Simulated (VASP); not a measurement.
Crystal: HgTe.

```xyz
2
Lattice="0.0000 3.1800 3.1800 3.1800 0.0000 3.1800 3.1800 3.1800 0.0000" Properties=species:S:1:pos:R:3 pbc="T T T"
Hg    0.0000    0.0000    0.0000
Te    3.1800    3.1800    3.1800
```

```yaml
Program: VASP 6.6.1
Task: relaxation of cell and atoms
Functional: BLYP
Dispersion: D3(BJ)
Potentials_or_basis: VASP PAW PBE potentials, release 64 (Hg, Te)
Cutoff: 600 eV
k_mesh: 7 × 7 × 7
Occupations: fermi-dirac, width 0.05 eV
Spin: no spin polarisation
```

At the start: pressure -4.8 GPa; volume 32.16 Å³/atom.

Question: Where does the relaxation end?

Answer: Over 3 steps the energy falls by 67.9 meV/atom and the volume is 28.24 Å³/atom (-12.2 %); space group Fm-3m (No. 225, to 0.05 Å).

Step by step:
| step | energy change (eV) | largest force (eV/Å) | pressure (GPa) | volume (Å³) |
| --- | --- | --- | --- | --- |
| 1 | 0.0000 | 0.0000 | -4.84 | 64.31 |
| 2 | -0.1339 | 0.0000 | 0.80 | 55.68 |
| 3 | -0.1359 | 0.0000 | 0.02 | 56.48 |

Final structure:
```yaml
crystal:
  lattice:
    - [0.00000, 3.04531, 3.04531]
    - [3.04531, 0.00000, 3.04531]
    - [3.04531, 3.04531, 0.00000]
  atoms:
    - { symbol: Hg, position: [0.00000, 0.00000, 0.00000] }
    - { symbol: Te, position: [0.50000, 0.50000, 0.50000] }
```

Caveat: the PAW data sets were made with another functional, which shifts forces and pressure a little; the volume moved by -12 % from the deposited cell, more than functionals usually miss; pairwise dispersion overbinds metals, which lowers pressure and volume.
